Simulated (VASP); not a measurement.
Set up this calculation in VASP 6.6.1, as the native input.

| Property | Result |
| --- | --- |
| Task | relaxation of the atoms |
| Functional | PBE |
| Potentials or basis | VASP PAW PBE potentials, release 64 (Nb_sv, N) |
| Cutoff | 520 eV |
| k mesh | 18 × 18 × 18 |
| Occupations | fermi-dirac, width 0.05 eV |
| Spin | collinear spin |
| Starting moments | [2.0, 0.0] μB |
| Dipole correction | no |
| Further INCAR settings | ALGO = Normal; EDIFF = 1e-07; IBRION = 2; EDIFFG = -0.02; NSW = 80 |

The structure of NbN lies in POSCAR:

```
NbN
1.0
    0.0000000000      2.1797713683      2.1797713683
    2.1797713683      0.0000000000      2.1797713683
    2.1797713683      2.1797713683      0.0000000000
Nb N
1 1
Direct
    0.5000000000      0.5000000000      0.5000000000
    0.0000000000      0.0000000000      0.0000000000
```

The input as run:

INCAR

```
SYSTEM = NbN
PREC = Accurate
ENCUT = 520
EDIFF = 1E-7
ISMEAR = -1
SIGMA = 0.05
LREAL = .FALSE.
LASPH = .TRUE.
NELM = 200
ALGO = Normal
ISIF = 2
LWAVE = .FALSE.
LCHARG = .FALSE.
ISPIN = 2
MAGMOM = 2 0
LORBIT = 11
LMAXMIX = 4
GGA = PE
IBRION = 2
NSW = 80
EDIFFG = -0.02
GGA_COMPAT = .FALSE.
NELMIN = 4
KPAR = 4
```

KPOINTS

```
regular mesh
0
G
  18 18 18
  0 0 0
```

Potentials or basis: VASP PAW PBE potentials, release 64 (Nb_sv, N).

Launch:

```sh
$ cat potpaw_PBE.64/Nb_sv/POTCAR potpaw_PBE.64/N/POTCAR > POTCAR
$ mpirun -np 4 vasp_std > vasp.out
```

It gave:

```yaml
Pressure_after_relaxing: 13.6 GPa
Band_gap_on_the_k_mesh: zero (filled and empty bands overlap)
Net_moment: 0.00 μB per cell
Valence_electrons_inside_the_program's_atomic_spheres: Nb 10.69; N 3.77
```

Caveat: the relaxation stopped at its first step, so nothing moved.

It took 12 s on 4 MPI ranks on Intel(R) Xeon(R) 6975P-C (Granite Rapids), on a shared host, peak memory 0.2 GiB a rank.
